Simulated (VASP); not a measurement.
Here is a VASP 6.6.1 calculation.

Contents of INCAR:

```
SYSTEM = SnO2
ALGO = Normal ; EDIFF = 1E-6
ENCUT = 600 ; GGA = PE
GGA_COMPAT = .FALSE. ; ISIF = 2
ISMEAR = 0 ; LASPH = .TRUE.
LCHARG = .TRUE. ; LELF = .TRUE.
LREAL = .FALSE. ; LVHAR = .TRUE.
LWAVE = .FALSE. ; NBANDS = 35
NELM = 120 ; PREC = Accurate
SIGMA = 0.05
```

KPOINTS

```
k-points
0
G
  9 9 12
  0 0 0
```

POSCAR

```
SnO2
1.0
    4.8277049961      0.0000000000      0.0000000000
    0.0000000000      4.8277049961      0.0000000000
    0.0000000000      0.0000000000      3.3675105782
Sn O
2 4
Direct
    0.0000000000      0.0000000000      0.0000000000
    0.5000000000      0.5000000000      0.5000000000
    0.3066050863      0.3066050863      0.0000000000
    0.1933949137      0.8066050863      0.5000000000
    0.6933949137      0.6933949137      0.0000000000
    0.8066050863      0.1933949137      0.5000000000
```

Potentials or basis: VASP PAW PBE potentials, release 64 (Sn_d, O).

Launch:

```sh
$ cat potpaw_PBE.64/Sn_d/POTCAR potpaw_PBE.64/O/POTCAR > POTCAR
$ mpirun -np 1 vasp_std > vasp.out
```

Predict the band gap on the k mesh.

0.12 eV.

Predict the largest force.

0.128 eV/Å.

What does it give for the pressure?

-7.1 GPa.

Forces in eV/Å, atoms in the order of the input:
```
Sn   0.000  0.000  0.000
Sn   0.000  0.000  0.000
O    0.090  0.090  0.000
O   -0.090  0.090  0.000
O   -0.090 -0.090  0.000
O    0.090 -0.090  0.000
```

Caveat: the cell stands under tension; spin-orbit coupling is left out, which moves the levels of the heavy elements; an odd mesh through Γ misses points on the zone boundary, where band edges can lie.
